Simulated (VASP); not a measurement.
A run of VASP 6.6.1:

INCAR

```
SYSTEM = Sr2SeS
ALGO = Normal ; EDIFF = 1E-6
ENCUT = 520 ; GGA = PS
ISIF = 2 ; ISMEAR = 0
LASPH = .True. ; LCHARG = .False.
LREAL = .False. ; LWAVE = .False.
NBANDS = 24 ; NELM = 100
PREC = Accurate ; SIGMA = 0.05
```

The input KPOINTS:

```
k-points
0
Gamma
  9 9 9
  0 0 0
```

Contents of POSCAR:

```
Sr2SeS
1.0
    2.1781528691      1.2575571453      7.4070593754
   -2.1781528691      1.2575571453      7.4070593754
    0.0000000000     -2.5151142906      7.4070593754
Sr Se S
2 1 1
Direct
    0.2471840700      0.2471840700      0.2471840700
    0.7528159300      0.7528159300      0.7528159300
    0.0000000000      0.0000000000      0.0000000000
    0.5000000000      0.5000000000      0.5000000000
```

Potentials or basis: VASP PAW PBE potentials, release 64 (Sr_sv, Se, S).

Command:

```console
$ cat potpaw_PBE.64/Sr_sv/POTCAR potpaw_PBE.64/Se/POTCAR potpaw_PBE.64/S/POTCAR > POTCAR
$ mpirun -np 1 vasp_std > vasp.out
```

Hardware: 1 thread of AMD EPYC 9R45 96-Core Processor (Zen 5), with other jobs on the host.

**Question.** How long does it take, and how much memory?

**Answer.** It took 5.9 min on 1 thread of AMD EPYC 9R45 96-Core Processor (Zen 5), with other jobs on the host, peak memory 0.62 GiB. Counts: scf iterations 14, k points 85.
